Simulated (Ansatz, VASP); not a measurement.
**One calculation of Ti3Al, two programs**

INCAR

```
SYSTEM = Ti3Al
PREC = Accurate
ENCUT = 520
EDIFF = 1E-6
ISMEAR = 0
SIGMA = 0.15
LREAL = .False.
LASPH = .True.
NELM = 80
ALGO = Fast
ISIF = 2
LWAVE = .False.
LCHARG = .False.
GGA = CA
NBANDS = 28
```

Contents of KPOINTS:

```
Automatic mesh
0
Gamma
  18 18 6
  0 0 0
```

Contents of POSCAR:

```
Ti3Al
1.0
    3.0232148112      0.0000000000      0.0000000000
   -1.5116074056      2.6181808276      0.0000000000
    0.0000000000      0.0000000000      9.5647391095
Ti Al
3 1
Direct
    0.6666666667      0.3333333333      0.0000000000
    0.3333333333      0.6666666667      0.7515223655
    0.3333333333      0.6666666667      0.2484776345
    0.6666666667      0.3333333333      0.5000000000
```

Input for Ansatz:

```yaml
crystal:
  lattice:
    - [3.0232148112, 0.0, 0.0]
    - [-1.5116074056, 2.6181808276, 0.0]
    - [0.0, 0.0, 9.5647391095]
  atoms:
    - { symbol: Ti, position: [0.6666666667, 0.3333333333, 0.0] }
    - { symbol: Ti, position: [0.3333333333, 0.6666666667, 0.7515223655] }
    - { symbol: Ti, position: [0.3333333333, 0.6666666667, 0.2484776345] }
    - { symbol: Al, position: [0.6666666667, 0.3333333333, 0.5] }
basis:
  ecutwfc: 520.0
kpoints:
  mp_grid: { grid: [18, 18, 6] }
hamiltonian:
  xc: lda
  pseudopotentials: { kind: paw, azcp: { folder: soft_1 } }
scf:
  occupations: { method: gaussian, width: 0.15 }
  lower_state_search: "off"
output:
  forces: true
  stress: true
  eigenvalues: true
```

Alike in both runs: task single point; functional LDA; k mesh 18 × 18 × 6; occupations gaussian, width 0.15 eV; no spin polarisation.

```csv
,VASP,Ansatz
version,VASP 6.6.1,Ansatz 0.2.0
potentials or method,"VASP PAW LDA potentials, release 64 (Ti_sv, Al), cutoff 520 eV","scalar-relativistic, plane waves, PAW"
valence electrons in the cell,39,39
```

VASP gave:

- gap on the k mesh at the Fermi level (eV): none
- pressure (GPa): -14.8
- traceless stress, the component that is largest in VASP (GPa): -0.92
- rms of the force components (eV/Å): 0.053

**Question.** Estimate Ansatz's values.

**Answer.** gap on the k mesh at the Fermi level (eV): none; pressure (GPa): -14.9; traceless stress, the component that is largest in VASP (GPa): -0.95; rms of the force components (eV/Å): 0.052.

Ansatz warns that its potentials were made for another functional, while VASP's fit it. LDA's correlation is that of Perdew and Zunger in VASP and of Perdew and Wang (1992) in Ansatz. Atom by atom the forces differ by 0.001 eV/Å (rms over components). A gap of «none» marks a metal or a gap that the smearing closes.
